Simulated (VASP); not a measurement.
# Ta (I4/mmm) in VASP: a series of runs, part 2 of 2

VASP 6.6.1. Earlier steps stand in the parts before.

## Step 4: Single point, PBE (strain -0.080 along x and y, +0.080 along z)

INCAR reads:

```
SYSTEM = Ta
PREC     = Accurate       ! precision mode
ENCUT    = 520            ! plane-wave cutoff, eV
EDIFF    = 1E-7           ! SCF threshold, eV
ISMEAR   = 0              ! smearing method
SIGMA    = 0.15           ! smearing width, eV
LREAL    = .False.        ! projectors in reciprocal space
LASPH    = .True.         ! aspherical terms in the spheres
NELM     = 100            ! most SCF steps
ALGO     = Fast           ! electronic algorithm
ISIF     = 2              ! what is computed and relaxed
LWAVE    = .False.        ! write WAVECAR
LCHARG   = .False.        ! write CHGCAR
GGA      = PE             ! functional
NBANDS   = 12             ! bands
```

KPOINTS reads:

```
regular mesh
0
Gamma
  20 20 20
  0 0 0
```

POSCAR reads:

```
Ta
1.0
   -1.5191776000      1.5191776000      1.7833824000
    1.5191776000     -1.5191776000      1.7833824000
    1.5191776000      1.5191776000     -1.7833824000
Ta
1
Direct
    0.0000000000      0.0000000000      0.0000000000
```

Potentials or basis: VASP PAW PBE potentials, release 64 (Ta_pv).

Started as:

```bash
$ cat potpaw_PBE.64/Ta_pv/POTCAR > POTCAR
$ mpirun -np 1 vasp_std > vasp.out
```

OUTCAR:

```text
SYSTEM = Ta
   PREC = Accurate
   ENCUT = 520
   EDIFF = 1E-7
   ISMEAR = 0
   LREAL = .False.
   LASPH = .True.
   NELM = 100
   ISIF = 2
   GGA = PE

 ion  position               nearest neighbor table
   1  0.000  0.000  0.000-

  LATTYP: Found a body centered tetragonal cell.
 ALAT       =     3.0383552000
 C/A-ratio  =     1.1739130435

  Lattice vectors:

 A1 = (  -1.5191776000,   1.5191776000,   1.7833824000)
 A2 = (   1.5191776000,  -1.5191776000,   1.7833824000)
 A3 = (   1.5191776000,   1.5191776000,  -1.7833824000)

Analysis of symmetry for initial positions (statically):
=====================================================================
 Subroutine PRICEL returns:
 Original cell was already a primitive cell.

 Routine SETGRP: Setting up the symmetry group for a
 body centered tetragonal supercell.

 Subroutine GETGRP returns: Found 16 space group operations
 (whereof 16 operations were pure point group operations)
 out of a pool of 16 trial point group operations.

The static configuration has the point symmetry D_4h.

Analysis of symmetry for dynamics (positions and initial velocities):
=====================================================================
 Subroutine PRICEL returns:
 Original cell was already a primitive cell.

 Routine SETGRP: Setting up the symmetry group for a
 body centered tetragonal supercell.

 Subroutine GETGRP returns: Found 16 space group operations
 (whereof 16 operations were pure point group operations)
 out of a pool of 16 trial point group operations.

The dynamic configuration has the point symmetry D_4h.

 Subroutine INISYM returns: Found 16 space group operations
 (whereof 16 operations are pure point group operations),
 and found     1 'primitive' translations

----------------------------------------------------------------------------------------

                                     Primitive cell

  volume of cell :      16.4635

  direct lattice vectors                    reciprocal lattice vectors
    -1.519177600  1.519177600  1.783382400     0.000000000  0.329125443  0.280366118
[... 115 lines left out ...]
 non-spin polarized calculation
 RMM-DIIS sequential band-by-band and
 Gauss-broadening in eV      SIGMA  =   0.15
  energy-cutoff  :      520.00
  volume of cell :       16.46
 maximum number of plane-waves:       467
 NGX is ok and might be reduce to    24
   NGX = 11   NGY = 11   NGZ = 11

 number of electron      11.0000001 magnetization

 Free energy of the ion-electron system (eV)
  ---------------------------------------------------
  ext. energy  EPLUGINS =         0.00000000
  ---------------------------------------------------
  free energy    TOTEN  =       -11.56914822 eV

  energy without entropy =      -11.55647105  energy(sigma->0) =      -11.56280964

 E-fermi :   6.3967     XC(G=0): -13.0830

 val. band max:        6.3964487608   @ k =  -0.4000  -0.4000   0.0500
 cond. band min:       6.3980840769   @ k =   0.3500  -0.0000   0.0000
 fundamental gap:      0.0016353162
 Fermi energy:         6.3967290248

 k-point     1 :       0.0000    0.0000    0.0000
  band No.  band energies     occupation
      1     -26.4675      2.00000
      2     -26.4543      2.00000
      3     -26.4543      2.00000
      4      -2.0099      2.00000
      5       6.5810      0.08232
      6       6.5810      0.08232
      7       8.5936      0.00000
      8       8.9272      0.00000
      9      11.5616      0.00000
     10      20.1061      0.00000
     11      22.9732      0.00000
     12      22.9732      0.00000
[... 331 lines left out ...]
 k-point    24 :      -0.3500    0.0500    0.0000
  band No.  band energies     occupation
      1     -27.6532      2.00000
      2     -26.7492      2.00000
      3     -26.5115      2.00000
      4       1.2638      2.00000
      5       5.7954      2.00000
      6       6.0806      1.99712
      7       8.8603      0.00000
      8      11.4679      0.00000
      9      11.8942      0.00000
     10      19.8323      0.00000
     11      21.2450      0.00000
     12      22.5686      0.00000

 [... further k-points ...]

------------------------ aborting loop because EDIFF is reached ----------------------------------------

  FORCE on cell =-STRESS in cart. coord.  units (eV):
  Direction    XX          YY          ZZ          XY          YZ          ZX
  --------------------------------------------------------------------------------------
  -------------------------------------------------------------------------------------
  Total        3.5183838      3.5183838      1.4961899      0.0000000     -0.0000000      0.0000000
  in kB      342.3987964    342.3987964    145.6048195      0.0000000     -0.0000000      0.0000000
  external PRESSURE =     276.8008041 kB  Pullay stress =       0.0000000 kB

 VOLUME and BASIS-vectors are now :
 -----------------------------------------------------------------------------
  energy-cutoff  :      520.00
  volume of cell :       16.46
      direct lattice vectors                 reciprocal lattice vectors
    -1.519177600  1.519177600  1.783382400     0.000000000  0.329125443  0.280366118
     1.519177600 -1.519177600  1.783382400     0.329125443  0.000000000  0.280366118
     1.519177600  1.519177600 -1.783382400     0.329125443  0.329125443  0.000000000

 POSITION                                       TOTAL-FORCE (eV/Angst)
 -----------------------------------------------------------------------------------
      0.00000      0.00000      0.00000         0.000000      0.000000      0.000000
 -----------------------------------------------------------------------------------
    total drift:                                0.000000      0.000000      0.000000

  FREE ENERGIE OF THE ION-ELECTRON SYSTEM (eV)
  ---------------------------------------------------
  free  energy   TOTEN  =       -11.5691482196 eV

  energy  without entropy=      -11.5564710524  energy(sigma->0) =      -11.56280964
```

OSZICAR:

```text
N       E                     dE             d eps       ncg     rms          rms(c)
DAV:   1     0.622190077163E+02    0.62219E+02   -0.61115E+03 15428   0.890E+02
DAV:   2    -0.109488167713E+02   -0.73168E+02   -0.71181E+02 17020   0.250E+02
DAV:   3    -0.119621865432E+02   -0.10134E+01   -0.10017E+01 18384   0.276E+01
DAV:   4    -0.119646436904E+02   -0.24571E-02   -0.24569E-02 16924   0.149E+00
DAV:   5    -0.119646502805E+02   -0.65902E-05   -0.65897E-05 18156   0.746E-02    0.157E+01
RMM:   6    -0.116687102682E+02    0.29594E+00   -0.19336E-01 16380   0.376E+00    0.803E+00
RMM:   7    -0.115696527606E+02    0.99058E-01   -0.22503E-01 17429   0.399E+00    0.345E-01
RMM:   8    -0.115690879317E+02    0.56483E-03   -0.90293E-03 18896   0.946E-01    0.276E-01
RMM:   9    -0.115691713159E+02   -0.83384E-04   -0.93353E-04 19488   0.318E-01    0.487E-02
RMM:  10    -0.115691521642E+02    0.19152E-04   -0.11058E-04 19653   0.110E-01    0.809E-03
RMM:  11    -0.115691479172E+02    0.42470E-05   -0.18401E-05 20216   0.440E-02    0.442E-03
RMM:  12    -0.115691480667E+02   -0.14952E-06   -0.25883E-06 19306   0.151E-02    0.231E-03
RMM:  13    -0.115691482047E+02   -0.13807E-06   -0.50908E-07 16932   0.741E-03    0.789E-04
RMM:  14    -0.115691482196E+02   -0.14894E-07   -0.53011E-08 13056   0.210E-03
   1 F= -.11569148E+02 E0= -.11562810E+02  d E =-.126772E-01
```

Wall time 59 s (1 thread of Intel Xeon 6975P-C (Granite Rapids), shared host); peak memory 0.24 GiB.

What came out:

```
Free energy            : -11.5691 eV
Pressure               : 27.7 GPa
Band gap on the k mesh : zero (an odd number of electrons rules out a gap without spin polarisation)
```

Stress tensor (GPa, compression positive):
```
34.24  0.00  0.00
 0.00 34.24  0.00
 0.00  0.00 14.56
```

Levels at points of the mesh, in eV from the Fermi level:
```tsv
k point	band 1	band 2	band 3	band 4	band 5	band 6	band 7	band 8	band 9	band 10
(0.00, 0.00, 0.00)	-32.86	-32.85	-32.85	-8.41	0.18	0.18	2.20	2.53	5.16	13.71
(0.50, 0.00, 0.00)	-34.44	-33.24	-32.89	-4.94	-1.06	1.58	2.24	5.90	8.04	12.48
(0.50, 0.50, 0.00)	-34.36	-33.46	-33.05	-4.96	-3.20	2.83	6.03	6.40	8.73	12.10
(0.50, 0.50, 0.50)	-34.22	-33.72	-33.72	-4.78	-4.20	6.73	7.08	7.74	7.74	10.82
```

Caveat: the cell differs from its parent crystal (strain -0.080 along x and y, +0.080 along z); the cell stands under pressure; spin-orbit coupling is left out, which moves the levels of the heavy elements.

## Step 5: Single point, PBE (strain +0.000 along x and y, -0.080 along z)

INCAR reads:

```
SYSTEM = Ta
  PREC = Accurate
  ENCUT = 520
  EDIFF = 1E-6
  ISMEAR = 0
  SIGMA = 0.15
  LREAL = .False.
  LASPH = .True.
  NELM = 100
  ALGO = Fast
  ISIF = 2
  LWAVE = .False.
  LCHARG = .False.
  GGA = PE
  NBANDS = 12
```

KPOINTS reads:

```
Automatic mesh
0
Gamma
  20 20 20
  0 0 0
```

POSCAR reads:

```
Ta
1.0
   -1.6512800000      1.6512800000      1.5191776000
    1.6512800000     -1.6512800000      1.5191776000
    1.6512800000      1.6512800000     -1.5191776000
Ta
1
Direct
    0.0000000000      0.0000000000      0.0000000000
```

Started as:

```bash
$ cat potpaw_PBE.64/Ta_pv/POTCAR > POTCAR
$ mpirun -np 1 vasp_std > vasp.out
```

Run time: 50 s. Hardware: 1 thread of Intel Xeon 6975P-C (Granite Rapids), shared host; peak memory 0.24 GiB.

Results (log left out):

| Quantity | Value |
| --- | --- |
| Free energy | -11.6702 eV |
| Pressure | 24.0 GPa |
| Band gap on the k mesh | zero (an odd number of electrons rules out a gap without spin polarisation) |

Stress tensor (GPa, compression positive):
```
20.93  0.00  0.00
 0.00 20.93  0.00
 0.00  0.00 30.10
```

Levels at points of the mesh, in eV from the Fermi level:
| k point | band 3 | band 4 | band 5 | band 6 | band 7 | band 8 |
| --- | --- | --- | --- | --- | --- | --- |
| (0.00, 0.00, 0.00) | -32.74 | -8.25 | -0.04 | 1.19 | 1.19 | 3.35 |
| (0.50, 0.00, 0.00) | -32.82 | -4.78 | -2.19 | 2.25 | 4.26 | 6.18 |
| (0.50, 0.50, 0.00) | -32.71 | -4.80 | -0.95 | 1.55 | 3.15 | 4.82 |
| (0.50, 0.50, 0.50) | -33.62 | -4.48 | -4.23 | 7.42 | 7.42 | 7.81 |

Caveat: the cell differs from its parent crystal (strain +0.000 along x and y, -0.080 along z); the cell stands under pressure; spin-orbit coupling is left out, which moves the levels of the heavy elements.

## Step 6: The runs side by side

```tsv
cell	gap on the mesh (eV)	pressure (GPa)
a = 2.710 Å, angles 111.8, 111.8, 104.9°, 1 atom	none	51.1
a = 2.750 Å, angles 112.9, 112.9, 102.7°, 1 atom	none	38.4
a = 2.792 Å, angles 114.1, 114.1, 100.6°, 1 atom	none	27.7
a = 2.786 Å, angles 107.3, 107.3, 113.9°, 1 atom	none	24.0
```

Alike in all rows: task single point; level PBE; potentials or basis VASP PAW PBE potentials, release 64 (Ta_pv); no spin polarisation; k mesh 20 × 20 × 20; cutoff (eV) 520; smearing gaussian 0.15 eV.

Caveats: the cell stands under pressure; spin-orbit coupling is left out, which moves the levels of the heavy elements.

Total energies depend on the potentials used, so only differences within one code and one set of settings carry meaning.
